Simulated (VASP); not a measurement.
# NbC (Fm-3m) in VASP: a series of runs

NbC is run at these levels: LDA; tasks: vibrations by perturbation theory.

Everything below comes from runs of VASP 6.6.1. Logs are shortened: lines on timing, memory, paths and dates and some standing lists are left out, and cuts for length are marked.

### Step 1. The cell of the first run

The structure is cubic, space group Fm-3m (No. 225). The conventional cell has a = 4.427 Å, b = 4.427 Å, c = 4.427 Å, α = 90.00°, β = 90.00°, γ = 90.00°. Within 2.9 Å of Nb (site symmetry m-3m) lie 6 C at 2.21 Å. C (site symmetry m-3m) has 6 Nb at 2.21 Å within 2.9 Å.

### Step 2. Vibrations by perturbation theory, LDA

The input, INCAR:

```
PREC = Accurate
ENCUT = 600
EDIFF = 1E-8
ISMEAR = -1
SIGMA = 0.08
LREAL = False
LASPH = True
NELM = 120
ALGO = Normal
ISIF = 2
LWAVE = False
LCHARG = False
IBRION = 8
NSW = 1
GGA_COMPAT = False
```

The input, KPOINTS:

```
Automatic mesh
0
Gamma
  14 14 14
```

The input, POSCAR:

```
NbC
1.0
    0.0000000000      2.2135986842      2.2135986842
    2.2135986842      0.0000000000      2.2135986842
    2.2135986842      2.2135986842      0.0000000000
Nb C
1 1
Direct
    0.0000000000      0.0000000000      0.0000000000
    0.5000000000      0.5000000000      0.5000000000
```

Potentials or basis: VASP PAW LDA potentials, release 64 (Nb_sv, C).

Launch:

```sh
$ cat potpaw_LDA.64/Nb_sv/POTCAR potpaw_LDA.64/C/POTCAR > POTCAR
$ mpirun -np 1 vasp_std > vasp.out
```

OUTCAR:

```text
PREC = Accurate
   ENCUT = 600
   EDIFF = 1E-8
   ISMEAR = -1
   LREAL = False
   LASPH = True
   NELM = 120
   ISIF = 2
   IBRION = 8
   NSW = 1

 ion  position               nearest neighbor table
   1  0.000  0.000  0.000-   2 2.21   2 2.21   2 2.21   2 2.21   2 2.21   2 2.21
   2  0.500  0.500  0.500-   1 2.21   1 2.21   1 2.21   1 2.21   1 2.21   1 2.21

  LATTYP: Found a face centered cubic cell.
 ALAT       =     4.4271973684

  Lattice vectors:

 A1 = (   0.0000000000,   2.2135986842,   2.2135986842)
 A2 = (   2.2135986842,   0.0000000000,   2.2135986842)
 A3 = (   2.2135986842,   2.2135986842,   0.0000000000)

Analysis of symmetry for initial positions (statically):
=====================================================================
 Subroutine PRICEL returns:
 Original cell was already a primitive cell.

 Routine SETGRP: Setting up the symmetry group for a
 face centered cubic supercell.

 Subroutine GETGRP returns: Found 48 space group operations
[... 9 lines left out ...]

 Routine SETGRP: Setting up the symmetry group for a
 face centered cubic supercell.

 Subroutine GETGRP returns: Found 48 space group operations
[... 11 lines left out ...]
                                     Primitive cell

  volume of cell :      21.6934

  direct lattice vectors                    reciprocal lattice vectors
     0.000000000  2.213598684  2.213598684    -0.225876535  0.225876535  0.225876535
     2.213598684  0.000000000  2.213598684     0.225876535 -0.225876535  0.225876535
     2.213598684  2.213598684  0.000000000     0.225876535  0.225876535 -0.225876535

  length of vectors
     3.130501281  3.130501281  3.130501281     0.391229634  0.391229634  0.391229634

  position of ions in fractional coordinates (direct lattice)
     0.000000000  0.000000000  0.000000000
     0.500000000  0.500000000  0.500000000

  ion indices of the primitive-cell ions
   primitive index   ion index
                 1           1
                 2           2

----------------------------------------------------------------------------------------

 KPOINTS: Automatic mesh

Automatic generation of k-mesh.
 Grid dimensions read from file:
 generate k-points for:   14   14   14

 Generating k-lattice:

  Cartesian coordinates                     Fractional coordinates (reciprocal lattice)
    -0.016134038  0.016134038  0.016134038     0.071428571  0.000000000  0.000000000
     0.016134038 -0.016134038  0.016134038     0.000000000  0.071428571  0.000000000
     0.016134038  0.016134038 -0.016134038     0.000000000  0.000000000  0.071428571

  Length of vectors
     0.027944974  0.027944974  0.027944974

  Shift w.r.t. Gamma in fractional coordinates (k-lattice)
     0.000000000  0.000000000  0.000000000

 Subroutine IBZKPT returns following result:
 ===========================================

 Found    104 irreducible k-points:

 Following reciprocal coordinates:
            Coordinates               Weight
  0.000000  0.000000  0.000000      1.000000
  0.071429  0.000000  0.000000      8.000000
  0.142857  0.000000  0.000000      8.000000
  0.214286  0.000000  0.000000      8.000000
  0.285714  0.000000  0.000000      8.000000
  0.357143  0.000000  0.000000      8.000000
[... 16 lines left out ...]
  0.214286  0.142857  0.000000     24.000000
  0.285714  0.142857  0.000000     24.000000
 [... further k-points ...]
   k-points           NKPTS =    104   k-points in BZ     NKDIM =    104   number of bands    NBANDS=     12
   number of dos      NEDOS =    301   number of ions     NIONS =      2
   total plane-waves  NPLWV =  21952
   dimension x,y,z NGX =    28 NGY =   28 NGZ =   28
   dimension x,y,z NGXF=    56 NGYF=   56 NGZF=   56
   ions per type =               1   1
[... 46 lines left out ...]
 maximum number of plane-waves:       742
 NGX is ok and might be reduce to    28
   NGX = 13   NGY = 13   NGZ = 13

--------------------------------------- Ionic step        1  -------------------------------------------

 number of electron      17.0000001 magnetization

 Free energy of the ion-electron system (eV)
  ---------------------------------------------------
  ext. energy  EPLUGINS =         0.00000000
  ---------------------------------------------------
  free energy    TOTEN  =       -22.65271263 eV

  energy without entropy =      -22.63859849  energy(sigma->0) =      -22.64565556

 E-fermi :  12.8896     XC(G=0): -13.4401

 val. band max:       12.8190771919   @ k =   0.1429   0.0714   0.0000
 cond. band min:      12.9274348628   @ k =  -0.2143   0.2143   0.0714
 fundamental gap:      0.1083576710
 Fermi energy:        12.8896398169

 k-point     1 :       0.0000    0.0000    0.0000
  band No.  band energies     occupation
      1     -42.5173      2.00000
      2     -18.3694      2.00000
      3     -18.3694      2.00000
      4     -18.3694      2.00000
      5      -0.5876      2.00000
      6      11.4680      2.00000
      7      11.4680      2.00000
      8      11.4680      2.00000
      9      12.6122      1.93950
     10      12.6122      1.93950
     11      12.6122      1.93950
     12      13.2264      0.02927
[... 331 lines left out ...]
 k-point    24 :       0.2857    0.1429    0.0000
  band No.  band energies     occupation
      1     -42.4432      2.00000
      2     -18.8435      2.00000
      3     -18.4864      2.00000
      4     -18.4704      2.00000
      5       0.9834      2.00000
      6       7.5213      2.00000
      7       9.1045      2.00000
      8       9.7367      2.00000
      9      11.6802      2.00000
     10      14.0365      0.00000
     11      15.0952      0.00000
     12      16.6403      0.00000

 [... further k-points ...]

------------------------ aborting loop because EDIFF is reached ----------------------------------------

  FORCE on cell =-STRESS in cart. coord.  units (eV):
  Direction    XX          YY          ZZ          XY          YZ          ZX
  --------------------------------------------------------------------------------------
  -------------------------------------------------------------------------------------
  Total       -0.0067735     -0.0067735     -0.0067735      0.0000000      0.0000000      0.0000000
  in kB       -0.5002650     -0.5002650     -0.5002650      0.0000000      0.0000000      0.0000000
  external PRESSURE =      -0.5002650 kB  Pullay stress =       0.0000000 kB

 VOLUME and BASIS-vectors are now :
 -----------------------------------------------------------------------------
  energy-cutoff  :      600.00
  volume of cell :       21.69
      direct lattice vectors                 reciprocal lattice vectors
     0.000000000  2.213598684  2.213598684    -0.225876535  0.225876535  0.225876535
     2.213598684  0.000000000  2.213598684     0.225876535 -0.225876535  0.225876535
     2.213598684  2.213598684  0.000000000     0.225876535  0.225876535 -0.225876535

 POSITION                                       TOTAL-FORCE (eV/Angst)
 -----------------------------------------------------------------------------------
      0.00000      0.00000      0.00000         0.000000     -0.000000      0.000000
      2.21360      2.21360      2.21360        -0.000000      0.000000     -0.000000
 -----------------------------------------------------------------------------------
    total drift:                               -0.000000      0.000000      0.000000

  FREE ENERGIE OF THE ION-ELECTRON SYSTEM (eV)
  ---------------------------------------------------
  free  energy   TOTEN  =       -22.6527126285 eV

  energy  without entropy=      -22.6385984902  energy(sigma->0) =      -22.64565556

[... ionic steps 2 to 3 ...]

--------------------------------------- Ionic step        4  -------------------------------------------

------------------------ aborting loop because EDIFF is reached ----------------------------------------

[... ionic steps 5 to 6 ...]

--------------------------------------- Ionic step        7  -------------------------------------------

 Free energy of the ion-electron system (eV)
  ---------------------------------------------------
  ---------------------------------------------------
  free energy    TOTEN  =        -0.11934765 eV

  energy without entropy =       -0.11934765

------------------------ aborting loop because EDIFF is reached ----------------------------------------

 INTERNAL STRAIN TENSOR  FOR ION    2  DIRECTION 1   (eV/Angst):
 -----------------------------------------------------------------------------
     0.00229 -0.00000 -0.00000
    -0.00000 -0.00090 -0.00000
    -0.00000 -0.00000 -0.00090

 INTERNAL STRAIN TENSOR FOR ION    2 for displacements in x,y,z  (eV/Angst):
          X           Y           Z          XY          YZ          ZX
  --------------------------------------------------------------------------------
  x     0.00000     0.00000     0.00000     0.00000     0.00000     0.00000
  y     0.00000     0.00000     0.00000     0.00000     0.00000     0.00000
  z     0.00000     0.00000     0.00000     0.00000     0.00000     0.00000

 SECOND DERIVATIVES (NOT SYMMETRIZED)
 ------------------------------------
               1X          1Y          1Z          2X          2Y          2Z
  1X   -12.003730    0.000000    0.000000   12.003730    0.000000    0.000000
  1Y     0.000000  -12.003730    0.000000    0.000000   12.003730    0.000000
  1Z     0.000000    0.000000  -12.003730    0.000000    0.000000   12.003730
  2X    11.858588    0.000000    0.000000  -11.858588    0.000000    0.000000
  2Y     0.000000   11.858588    0.000000    0.000000  -11.858588    0.000000
  2Z     0.000000    0.000000   11.858588    0.000000    0.000000  -11.858588

 Eigenvectors and eigenvalues of the dynamical matrix
 ----------------------------------------------------

   1 f  =   16.518951 THz   103.791633 2PiTHz  551.012909 cm-1    68.316863 meV
             X         Y         Z           dx          dy          dz
      0.000000  0.000000  0.000000     0.000000    0.000000   -0.340174
      2.213599  2.213599  2.213599     0.000000    0.000000    0.940362
[... 21 lines left out ...]
   6 f/i=    0.032141 THz     0.201948 2PiTHz    1.072108 cm-1     0.132924 meV
             X         Y         Z           dx          dy          dz
      0.000000  0.000000  0.000000    -0.198498   -0.049474   -0.917841
      2.213599  2.213599  2.213599    -0.071806   -0.017897   -0.332027

--------------------------------------------------------------------------------------------------------

 ELASTIC MODULI CONTR FROM IONIC RELAXATION (kBar)
 Direction    XX          YY          ZZ          XY          YZ          ZX
 --------------------------------------------------------------------------------
 XX           0.0000      0.0000      0.0000      0.0000      0.0000      0.0000
 YY           0.0000      0.0000      0.0000      0.0000      0.0000      0.0000
 ZZ           0.0000      0.0000      0.0000      0.0000      0.0000      0.0000
 XY           0.0000      0.0000      0.0000      0.0000      0.0000      0.0000
 YZ           0.0000      0.0000      0.0000      0.0000      0.0000      0.0000
 ZX           0.0000      0.0000      0.0000      0.0000      0.0000      0.0000
 --------------------------------------------------------------------------------
```

It took 5.4 min on 1 thread of Intel Xeon 6975P-C (Granite Rapids), shared host; peak memory 0.34 GiB.

Results:

| Property | Result |
| --- | --- |
| Highest phonon frequency at Γ, LO-TO splitting left out | 551 cm⁻¹ |

Phonon frequencies in cm⁻¹ (negative: imaginary):
```csv
q point,frequencies
"(0.000, 0.000, 0.000)",-1 -1 -1 551 551 551
```

### Step 3. Vibrations by perturbation theory, LDA (volume scaled by 1.015)

The input, INCAR:

```
SYSTEM = NbC
PREC = Accurate
ENCUT = 600
EDIFF = 1E-8
ISMEAR = -1
SIGMA = 0.08
LREAL = .FALSE.
LASPH = .TRUE.
NELM = 120
ALGO = Normal
ISIF = 2
LWAVE = .FALSE.
LCHARG = .TRUE.
NBANDS = 16
IBRION = 8
NSW = 1
GGA_COMPAT = .FALSE.
```

The input, KPOINTS:

```
Automatic mesh
0
G
  14 14 14
  0 0 0
```

The input, POSCAR:

```
NbC
1.0
    0.0000000000      2.2246117942      2.2246117942
    2.2246117942      0.0000000000      2.2246117942
    2.2246117942      2.2246117942      0.0000000000
Nb C
1 1
Direct
    0.0000000000      0.0000000000      0.0000000000
    0.5000000000      0.5000000000      0.5000000000
```

Potentials or basis: VASP PAW LDA potentials, release 64 (Nb_sv, C).

Launch:

```sh
$ cat potpaw_LDA.64/Nb_sv/POTCAR potpaw_LDA.64/C/POTCAR > POTCAR
$ mpirun -np 1 vasp_std > vasp.out
```

OUTCAR:

```text
SYSTEM = NbC
   PREC = Accurate
   ENCUT = 600
   EDIFF = 1E-8
   ISMEAR = -1
   LREAL = .FALSE.
   LASPH = .TRUE.
   NELM = 120
   ISIF = 2
   IBRION = 8
   NSW = 1

 ion  position               nearest neighbor table
   1  0.000  0.000  0.000-   2 2.22   2 2.22   2 2.22   2 2.22   2 2.22   2 2.22
   2  0.500  0.500  0.500-   1 2.22   1 2.22   1 2.22   1 2.22   1 2.22   1 2.22

  LATTYP: Found a face centered cubic cell.
 ALAT       =     4.4492235884

  Lattice vectors:

 A1 = (   0.0000000000,   2.2246117942,   2.2246117942)
 A2 = (   2.2246117942,   0.0000000000,   2.2246117942)
 A3 = (   2.2246117942,   2.2246117942,   0.0000000000)

Analysis of symmetry for initial positions (statically):
=====================================================================
 Subroutine PRICEL returns:
 Original cell was already a primitive cell.

 Routine SETGRP: Setting up the symmetry group for a
 face centered cubic supercell.

 Subroutine GETGRP returns: Found 48 space group operations
[... 9 lines left out ...]

 Routine SETGRP: Setting up the symmetry group for a
 face centered cubic supercell.

 Subroutine GETGRP returns: Found 48 space group operations
[... 11 lines left out ...]
                                     Primitive cell

  volume of cell :      22.0188

  direct lattice vectors                    reciprocal lattice vectors
     0.000000000  2.224611794  2.224611794    -0.224758316  0.224758316  0.224758316
     2.224611794  0.000000000  2.224611794     0.224758316 -0.224758316  0.224758316
     2.224611794  2.224611794  0.000000000     0.224758316  0.224758316 -0.224758316

  length of vectors
     3.146076170  3.146076170  3.146076170     0.389292822  0.389292822  0.389292822

[... 618 lines left out ...]
 -----------------------------------------------------------------------------------
    total drift:                               -0.000000      0.000000      0.000000

  FREE ENERGIE OF THE ION-ELECTRON SYSTEM (eV)
  ---------------------------------------------------
  free  energy   TOTEN  =       -22.6481167161 eV

  energy  without entropy=      -22.6337507166  energy(sigma->0) =      -22.64093372

[... ionic steps 2 to 3 ...]

--------------------------------------- Ionic step        4  -------------------------------------------

------------------------ aborting loop because EDIFF is reached ----------------------------------------

[... ionic steps 5 to 6 ...]

--------------------------------------- Ionic step        7  -------------------------------------------

 Free energy of the ion-electron system (eV)
  ---------------------------------------------------
  ---------------------------------------------------
  free energy    TOTEN  =        -0.11901137 eV

  energy without entropy =       -0.11901137

------------------------ aborting loop because EDIFF is reached ----------------------------------------

 INTERNAL STRAIN TENSOR  FOR ION    2  DIRECTION 1   (eV/Angst):
 -----------------------------------------------------------------------------
     0.00208  0.00000  0.00000
     0.00000 -0.00062  0.00000
     0.00000  0.00000 -0.00062

 INTERNAL STRAIN TENSOR FOR ION    2 for displacements in x,y,z  (eV/Angst):
          X           Y           Z          XY          YZ          ZX
  --------------------------------------------------------------------------------
  x     0.00000     0.00000     0.00000     0.00000     0.00000     0.00000
  y     0.00000     0.00000     0.00000     0.00000     0.00000     0.00000
  z     0.00000     0.00000     0.00000     0.00000     0.00000     0.00000

 SECOND DERIVATIVES (NOT SYMMETRIZED)
 ------------------------------------
               1X          1Y          1Z          2X          2Y          2Z
  1X   -11.225417    0.000000    0.000000   11.225417    0.000000    0.000000
  1Y     0.000000  -11.225417    0.000000    0.000000   11.225417    0.000000
  1Z     0.000000    0.000000  -11.225417    0.000000    0.000000   11.225417
  2X    11.182432    0.000000    0.000000  -11.182432    0.000000    0.000000
  2Y     0.000000   11.182432    0.000000    0.000000  -11.182432    0.000000
  2Z     0.000000    0.000000   11.182432    0.000000    0.000000  -11.182432

 Eigenvectors and eigenvalues of the dynamical matrix
 ----------------------------------------------------

   1 f  =   16.033372 THz   100.740649 2PiTHz  534.815731 cm-1    66.308670 meV
             X         Y         Z           dx          dy          dz
      0.000000  0.000000  0.000000     0.338919   -0.000000    0.000000
      2.224612  2.224612  2.224612    -0.940815    0.000000    0.000000
[... 21 lines left out ...]
   6 f/i=    0.009807 THz     0.061620 2PiTHz    0.327130 cm-1     0.040559 meV
             X         Y         Z           dx          dy          dz
      0.000000  0.000000  0.000000     0.775185    0.464462   -0.261720
      2.224612  2.224612  2.224612     0.279253    0.167318   -0.094282

--------------------------------------------------------------------------------------------------------

 ELASTIC MODULI CONTR FROM IONIC RELAXATION (kBar)
 Direction    XX          YY          ZZ          XY          YZ          ZX
 --------------------------------------------------------------------------------
 XX           0.0000      0.0000      0.0000      0.0000      0.0000      0.0000
 YY           0.0000      0.0000      0.0000      0.0000      0.0000      0.0000
 ZZ           0.0000      0.0000      0.0000      0.0000      0.0000      0.0000
 XY           0.0000      0.0000      0.0000      0.0000      0.0000      0.0000
 YZ           0.0000      0.0000      0.0000      0.0000      0.0000      0.0000
 ZX           0.0000      0.0000      0.0000      0.0000      0.0000      0.0000
 --------------------------------------------------------------------------------
```

OSZICAR:

```text
N       E                     dE             d eps       ncg     rms          rms(c)
DAV:   1     0.151900416732E+03    0.15190E+03   -0.94175E+03  3352   0.119E+03
DAV:   2    -0.187013796062E+02   -0.17060E+03   -0.16081E+03  3896   0.407E+02
DAV:   3    -0.260093737350E+02   -0.73080E+01   -0.70975E+01  4808   0.777E+01
[... 46 lines left out ...]
RMM:   8    -0.119011853648E+00   -0.10397E-05   -0.69559E-08 18691   0.132E-03    0.940E-05
RMM:   9    -0.119011526438E+00    0.32721E-06   -0.15412E-08 18552   0.501E-04    0.339E-05
RMM:  10    -0.119011354216E+00    0.17222E-06   -0.68875E-09 18432   0.215E-04    0.705E-06
RMM:  11    -0.119011416667E+00   -0.62451E-07   -0.64600E-09 18741   0.103E-04    0.321E-06
RMM:  12    -0.119011366503E+00    0.50164E-07   -0.56940E-09 18755   0.593E-05    0.710E-07
RMM:  13    -0.119011369495E+00   -0.29921E-08   -0.59115E-09 18745   0.428E-05    0.376E-07
 Linear response finished
```

stdout:

```text
POSCAR found type information on POSCAR NbC
 POSCAR found :  2 types and       2 ions
 scaLAPACK will be used
 LDA part: xc-table for (Slater(with rela. corr.)+CA(PZ))
 , standard interpolation
 POSCAR, INCAR and KPOINTS ok, starting setup
 FFT: planning ... GRIDC
 FFT: planning ... GRID_SOFT
 FFT: planning ... GRID
 WAVECAR not read
 entering main loop
 Linear response reoptimize wavefunctions to high precision
 Linear response DOF=           2
 Linear response progress:
 first order change of Fermi-energy   0.30762E-03
 force on displaced ion       1 direction 1 : -11.225   0.000   0.000
 Linear response progress:
 first order change of Fermi-energy   0.79769E-04
 force on displaced ion       2 direction 1 : -11.182   0.000   0.000
 Linear response finished
```

Run time: 4.8 min. Hardware: 1 thread of Intel Xeon 6975P-C (Granite Rapids), shared host; peak memory 0.35 GiB.

What came out:

```yaml
Highest_phonon_frequency_at_Γ_LO-TO_splitting_left_out: 535 cm⁻¹
```

Phonon frequencies in cm⁻¹ (negative: imaginary):
| q point | frequencies |
| --- | --- |
| (0.000, 0.000, 0.000) | 0 0 0 535 535 535 |

Caveat: the cell wasn't relaxed at this level first, which shifts response properties.
